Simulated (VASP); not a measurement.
# TiSi2 (Fddd) in VASP: electric field gradients with PBE

Aim: the electric field gradients of TiSi2 with PBE.

Everything below comes from runs of VASP 6.6.1. Logs are shortened: lines on timing, memory, paths and dates and some standing lists are left out, and cuts for length are marked.

## 1. The cell of the first run

The structure is orthorhombic, space group Fddd (No. 70). Conventional cell: a = 4.773 Å, b = 8.236 Å, c = 8.523 Å, α = 90.00°, β = 90.00°, γ = 90.00°. Within 3.3 Å of Ti (site symmetry 222) lie 10 Si at 2.54 to 2.75 Å and 4 Ti at 3.19 Å. Si (site symmetry 2) has 5 Ti at 2.54 to 2.75 Å and 9 Si at 2.54 to 3.19 Å within 3.3 Å.

## 2. Electric field gradients, PBE

Contents of INCAR:

```
PREC = Accurate
ENCUT = 520
EDIFF = 1E-8
ISMEAR = -1
SIGMA = 0.08
LREAL = F
LASPH = T
NELM = 60
ALGO = Normal
ISIF = 2
LWAVE = F
LCHARG = F
GGA = PE
LEFG = T
NBANDS = 29
```

Contents of KPOINTS:

```
regular mesh
0
Gamma
  8 8 8
```

Contents of POSCAR:

```
TiSi2
1.0
    0.0000000000      4.1180000000      4.2615000000
    2.3865000000      0.0000000000      4.2615000000
    2.3865000000      4.1180000000      0.0000000000
Ti Si
2 4
Direct
    0.7500000000      0.7500000000      0.7500000000
    0.5000000000      0.5000000000      0.5000000000
    0.0830000000      0.4170000000      0.0830000000
    0.4170000000      0.0830000000      0.4170000000
    0.1670000000      0.8330000000      0.1670000000
    0.8330000000      0.1670000000      0.8330000000
```

Potentials or basis: VASP PAW PBE potentials, release 64 (Ti_sv, Si).

Launch:

```console
$ cat potpaw_PBE.64/Ti_sv/POTCAR potpaw_PBE.64/Si/POTCAR > POTCAR
$ mpirun -np 1 vasp_std > vasp.out
```

OUTCAR:

```text
PREC = Accurate
   ENCUT = 520
   EDIFF = 1E-8
   ISMEAR = -1
   LREAL = F
   LASPH = T
   NELM = 60
   ISIF = 2
   GGA = PE

 ion  position               nearest neighbor table
   1  0.750  0.750  0.750-   6 2.54   5 2.54   6 2.54   5 2.54   3 2.74   4 2.74   4 2.75   4 2.75
                             3 2.75   3 2.75
   2  0.500  0.500  0.500-   3 2.54   4 2.54   3 2.54   4 2.54   5 2.74   6 2.74   5 2.75   5 2.75
                             6 2.75   6 2.75
   3  0.083  0.417  0.083-   2 2.54   2 2.54   5 2.54   5 2.54   1 2.74   4 2.75   4 2.75   4 2.75
                             1 2.75   1 2.75
   4  0.417  0.083  0.417-   2 2.54   2 2.54   6 2.54   6 2.54   1 2.74   3 2.75   3 2.75   3 2.75
                             1 2.75   1 2.75
   5  0.167  0.833  0.167-   1 2.54   1 2.54   3 2.54   3 2.54   2 2.74   6 2.75   6 2.75   6 2.75
                             2 2.75   2 2.75
   6  0.833  0.167  0.833-   1 2.54   1 2.54   4 2.54   4 2.54   2 2.74   5 2.75   5 2.75   5 2.75
                             2 2.75   2 2.75

  LATTYP: Found a face centered orthorhombic cell.
 ALAT       =     4.7730000000
 B/A-ratio  =     1.7255394930
 C/A-ratio  =     1.7856693903

  Lattice vectors:

 A1 = (   0.0000000000,   4.1180000000,   4.2615000000)
 A2 = (   2.3865000000,   0.0000000000,   4.2615000000)
 A3 = (   2.3865000000,   4.1180000000,   0.0000000000)

Analysis of symmetry for initial positions (statically):
=====================================================================
 Subroutine PRICEL returns:
 Original cell was already a primitive cell.

 Routine SETGRP: Setting up the symmetry group for a
 face centered orthorhombic supercell.

 Subroutine GETGRP returns: Found  8 space group operations
 (whereof  4 operations were pure point group operations)
 out of a pool of  8 trial point group operations.

The static configuration has the point symmetry D_2 .
 The point group associated with its full space group is D_2h.

Analysis of symmetry for dynamics (positions and initial velocities):
=====================================================================
 Subroutine PRICEL returns:
 Original cell was already a primitive cell.

 Routine SETGRP: Setting up the symmetry group for a
 face centered orthorhombic supercell.

 Subroutine GETGRP returns: Found  8 space group operations
 (whereof  4 operations were pure point group operations)
 out of a pool of  8 trial point group operations.

The dynamic configuration has the point symmetry D_2 .
 The point group associated with its full space group is D_2h.

 Subroutine INISYM returns: Found  8 space group operations
 (whereof  4 operations are pure point group operations),
 and found     1 'primitive' translations

----------------------------------------------------------------------------------------

                                     Primitive cell

  volume of cell :      83.7607

  direct lattice vectors                    reciprocal lattice vectors
     0.000000000  4.118000000  4.261500000    -0.209511837  0.121418164  0.117329579
     2.386500000  0.000000000  4.261500000     0.209511837 -0.121418164  0.117329579
     2.386500000  4.118000000  0.000000000     0.209511837  0.121418164 -0.117329579

  length of vectors
     5.926070051  4.884236327  4.759548954     0.269079562  0.269079562  0.269079562

  position of ions in fractional coordinates (direct lattice)
     0.750000000  0.750000000  0.750000000
     0.500000000  0.500000000  0.500000000
     0.083000000  0.417000000  0.083000000
     0.417000000  0.083000000  0.417000000
     0.167000000  0.833000000  0.167000000
     0.833000000  0.167000000  0.833000000

  ion indices of the primitive-cell ions
   primitive index   ion index
                 1           1
                 2           2
                 3           3
                 4           4
                 5           5
                 6           6

----------------------------------------------------------------------------------------

 KPOINTS: regular mesh

Automatic generation of k-mesh.
 Grid dimensions read from file:
 generate k-points for:    8    8    8

 Generating k-lattice:

  Cartesian coordinates                     Fractional coordinates (reciprocal lattice)
    -0.026188980  0.015177271  0.014666197     0.125000000  0.000000000  0.000000000
     0.026188980 -0.015177271  0.014666197     0.000000000  0.125000000  0.000000000
     0.026188980  0.015177271 -0.014666197     0.000000000  0.000000000  0.125000000

  Length of vectors
     0.033634945  0.033634945  0.033634945

  Shift w.r.t. Gamma in fractional coordinates (k-lattice)
     0.000000000  0.000000000  0.000000000

 Subroutine IBZKPT returns following result:
 ===========================================

 Found     95 irreducible k-points:

 Following reciprocal coordinates:
            Coordinates               Weight
  0.000000  0.000000  0.000000      1.000000
  0.125000  0.000000  0.000000      8.000000
  0.250000  0.000000  0.000000      8.000000
  0.375000  0.000000  0.000000      8.000000
  0.500000  0.000000  0.000000      4.000000
  0.125000  0.125000  0.000000      2.000000
[... 16 lines left out ...]
  0.250000  0.000000  0.125000      8.000000
  0.375000  0.000000  0.125000      8.000000
 [... further k-points ...]
   k-points           NKPTS =     95   k-points in BZ     NKDIM =     95   number of bands    NBANDS=     29
   number of dos      NEDOS =    301   number of ions     NIONS =      6
   total plane-waves  NPLWV =  62208
   dimension x,y,z NGX =    48 NGY =   36 NGZ =   36
   dimension x,y,z NGXF=    96 NGYF=   72 NGZF=   72
   ions per type =               2   4
   NGX,Y,Z   is equivalent  to a cutoff of  13.47, 12.25, 12.57 a.u.
   NGXF,Y,Z  is equivalent  to a cutoff of  26.93, 24.51, 25.15 a.u.
 SYSTEM =  unknown system
   PREC   = accura    normal or accurate (medium, high low for compatibility)
   ISTART =      0    job   : 0-new  1-cont  2-samecut
   ICHARG =      2    charge: 1-file 2-atom 10-const
   ISPIN  =      1    spin polarized calculation?
   LNONCOLLINEAR =      F non collinear calculations
   LSORBIT =      F    spin-orbit coupling
   LASPH  =      T    aspherical Exc in radial PAW
   ENCUT  =  520.0 eV  38.22 Ry    6.18 a.u.  11.02  9.08  8.85*2*pi/ulx,y,z
   NELM   =     60;   NELMIN=  2; NELMDL= -5     # of ELM steps
   EDIFF  = 0.1E-07   stopping-criterion for ELM
   LREAL  =      F    real-space projection
   EDIFFG = 0.1E-06   stopping-criterion for IOM
   NSW    =      0    number of steps for IOM
   IBRION =     -1    ionic relax: 0-MD 1-quasi-New 2-CG
   NFREE  =      0    steps in history (QN), initial steepest desc. (CG)
   ISIF   =      2    stress and relaxation
   ISYM   =      2    0-nonsym 1-usesym 2-fastsym
   POTIM  = 0.5000    time-step for ionic-motion
   TEBEG  =    0.0;   TEEND  =   0.0 temperature during run
   PSTRESS=    0.0 pullay stress
   NELECT =      40.0000    total number of electrons
   NUPDOWN=      -1.0000    fix difference up-down
   EMIN   =  10.00;   EMAX   =-10.00  energy-range for DOS
   EFERMI =   0.00;   METHOD = LEGACY
   ISMEAR =    -1;   SIGMA  =   0.08  broadening in eV -4-tet -1-fermi 0-gaus
   EFERMI_NEDOS =   21; number of points for ismear=-14 and -15
   IALGO  =     38    algorithm
   IMIX   =      4    mixing-type and parameters
     AMIX     =   0.40;   BMIX     =  1.00
     AMIX_MAG =   1.60;   BMIX_MAG =  1.00
  volume/ion in A,a.u.               =      13.96        94.21
  Fermi-wavevector in a.u.,A,eV,Ry     =   1.279621  2.418133 22.278591  1.637430
  Thomas-Fermi vector in A             =   2.412096
   LORBIT       =      0    0 simple, 1 ext, 2 COOP (PROOUT), +10 PAW based schemes
   GGA     = PE    functional components
   LHFCALC =     F    Hartree Fock is set to
   AEXX    =    0.0000 exact exchange contribution
   IVDW    =     0    specifies the selected vdW correction
   LEPSILON=     F    determine dielectric tensor
   LRPA    =     F    only Hartree local field effects (RPA)
 non-spin polarized calculation
  energy-cutoff  :      520.00
  volume of cell :       83.76
 maximum number of plane-waves:      2274
 NGX is ok and might be reduce to    48
   NGX = 23   NGY = 19   NGZ = 17

 number of electron      40.0000003 magnetization

 Free energy of the ion-electron system (eV)
  ---------------------------------------------------
  ext. energy  EPLUGINS =         0.00000000
  ---------------------------------------------------
  free energy    TOTEN  =       -40.70755973 eV

  energy without entropy =      -40.66452632  energy(sigma->0) =      -40.68604302

 E-fermi :  10.2211     XC(G=0): -11.7436

 val. band max:       10.2128835752   @ k =  -0.2500   0.2500   0.1250
 cond. band min:      10.2300686386   @ k =  -0.1250   0.1250   0.1250
 fundamental gap:      0.0171850634
 Fermi energy:        10.2211385552

 k-point     1 :       0.0000    0.0000    0.0000
  band No.  band energies     occupation
      1     -46.0371      2.00000
      2     -46.0083      2.00000
      3     -22.4252      2.00000
      4     -22.4070      2.00000
      5     -22.3320      2.00000
      6     -22.3170      2.00000
[... 21 lines left out ...]
     28      13.9429      0.00000
     29      14.0812      0.00000

 k-point     2 :       0.1250    0.0000    0.0000
  band No.  band energies     occupation
      1     -46.0362      2.00000
      2     -46.0091      2.00000
      3     -22.4245      2.00000
      4     -22.4065      2.00000
      5     -22.3360      2.00000
      6     -22.3170      2.00000
[... 696 lines left out ...]
 k-point    24 :       0.3750    0.0000    0.1250
  band No.  band energies     occupation
      1     -46.0313      2.00000
      2     -46.0138      2.00000
      3     -22.4242      2.00000
      4     -22.3882      2.00000
      5     -22.3654      2.00000
      6     -22.3116      2.00000
[... 21 lines left out ...]
     28      14.1827      0.00000
     29      14.4692      0.00000

 [... further k-points ...]

------------------------ aborting loop because EDIFF is reached ----------------------------------------

  FORCE on cell =-STRESS in cart. coord.  units (eV):
  Direction    XX          YY          ZZ          XY          YZ          ZX
  --------------------------------------------------------------------------------------
  -------------------------------------------------------------------------------------
  Total        1.5123559      0.9944299      1.0560353      0.0000000      0.0000000      0.0000000
  in kB       28.9283940     19.0214876     20.1998773      0.0000000      0.0000000      0.0000000
  external PRESSURE =      22.7165863 kB  Pullay stress =       0.0000000 kB

 VOLUME and BASIS-vectors are now :
 -----------------------------------------------------------------------------
  energy-cutoff  :      520.00
  volume of cell :       83.76
      direct lattice vectors                 reciprocal lattice vectors
     0.000000000  4.118000000  4.261500000    -0.209511837  0.121418164  0.117329579
     2.386500000  0.000000000  4.261500000     0.209511837 -0.121418164  0.117329579
     2.386500000  4.118000000  0.000000000     0.209511837  0.121418164 -0.117329579

 POSITION                                       TOTAL-FORCE (eV/Angst)
 -----------------------------------------------------------------------------------
      3.57975      6.17700      6.39225         0.000000     -0.000000     -0.000000
      2.38650      4.11800      4.26150         0.000000     -0.000000      0.000000
      1.19325      0.68359      2.13075        -0.000000      0.203158      0.000000
      1.19325      3.43441      2.13075        -0.000000     -0.203158      0.000000
      2.38650      1.37541      4.26150         0.000000     -0.203158     -0.000000
      2.38650      6.86059      4.26150         0.000000      0.203158     -0.000000
 -----------------------------------------------------------------------------------
    total drift:                               -0.000000     -0.000000      0.000000

  FREE ENERGIE OF THE ION-ELECTRON SYSTEM (eV)
  ---------------------------------------------------
  free  energy   TOTEN  =       -40.7075597258 eV

  energy  without entropy=      -40.6645263167  energy(sigma->0) =      -40.68604302

 Electric field gradients (V/A^2)
---------------------------------------------------------------------
 ion       V_xx      V_yy      V_zz      V_xy      V_xz      V_yz
---------------------------------------------------------------------
   1      -2.466    10.291    -7.826    -0.002    -0.000     0.001
   2      -2.466    10.291    -7.826    -0.002    -0.000     0.001
   3       1.455    12.765   -14.221    -0.000    27.331     0.000
   4       1.455    12.765   -14.221    -0.000   -27.331    -0.000
   5       1.455    12.765   -14.221    -0.000    27.331     0.000
   6       1.455    12.765   -14.221    -0.000   -27.331    -0.000
---------------------------------------------------------------------

 Electric field gradients after diagonalization (V/A^2)
 (convention: |V_zz| > |V_xx| > |V_yy|)
----------------------------------------------------------------------
 ion       V_xx      V_yy      V_zz     asymmetry (V_yy - V_xx)/ V_zz
----------------------------------------------------------------------
   1      -7.826    -2.466    10.291       0.521
   2      -7.826    -2.466    10.291       0.521
   3      22.050    12.765   -34.816       0.267
   4      22.050    12.765   -34.816       0.267
   5      22.050    12.765   -34.816       0.267
   6      22.050    12.765   -34.816       0.267
----------------------------------------------------------------------

           NMR quadrupolar parameters

 Cq : quadrupolar parameter    Cq=e*Q*V_zz/h
 eta: asymmetry parameters     (V_yy - V_xx)/ V_zz
 Q  : nuclear electric quadrupole moment in mb (millibarn)
----------------------------------------------------------------------
 ion       Cq(MHz)       eta       Q (mb)
----------------------------------------------------------------------
   1       0.025       0.521       1.000
   2       0.025       0.521       1.000
   3      -0.084       0.267       1.000
   4      -0.084       0.267       1.000
   5      -0.084       0.267       1.000
   6      -0.084       0.267       1.000
----------------------------------------------------------------------
```

It took 2 min on 1 thread of Intel Xeon 6975P-C (Granite Rapids), shared host; peak memory 0.36 GiB.

Results:

- Free energy: -40.7076 eV
- Pressure: 2.3 GPa
- Largest force: 0.203 eV/Å
- Band gap on the k mesh: zero (bands 20 and 21 overlap by 1.85 eV)
- Largest electric field gradient by atom: Ti +10.3; Si -34.8 V/Å²

Forces in eV/Å, atoms in the order of the input:
```
Ti   0.000  0.000  0.000
Ti   0.000  0.000  0.000
Si   0.000  0.203  0.000
Si   0.000 -0.203  0.000
Si   0.000 -0.203  0.000
Si   0.000  0.203  0.000
```

Stress tensor (GPa, compression positive):
```
2.89 0.00 0.00
0.00 1.90 0.00
0.00 0.00 2.02
```

Electric field gradients, principal values (V/Å²):
| atom | least | middle | greatest (by size) |
| --- | --- | --- | --- |
| 1 Ti | -2.466 | -7.826 | 10.291 |
| 2 Ti | -2.466 | -7.826 | 10.291 |
| 3 Si | 12.765 | 22.050 | -34.816 |
| 4 Si | 12.765 | 22.050 | -34.816 |
| 5 Si | 12.765 | 22.050 | -34.816 |
| 6 Si | 12.765 | 22.050 | -34.816 |

Caveat: without QUAD_EFG the Cq values of the log hold for a quadrupole moment of 1 mb, not for the nuclei.
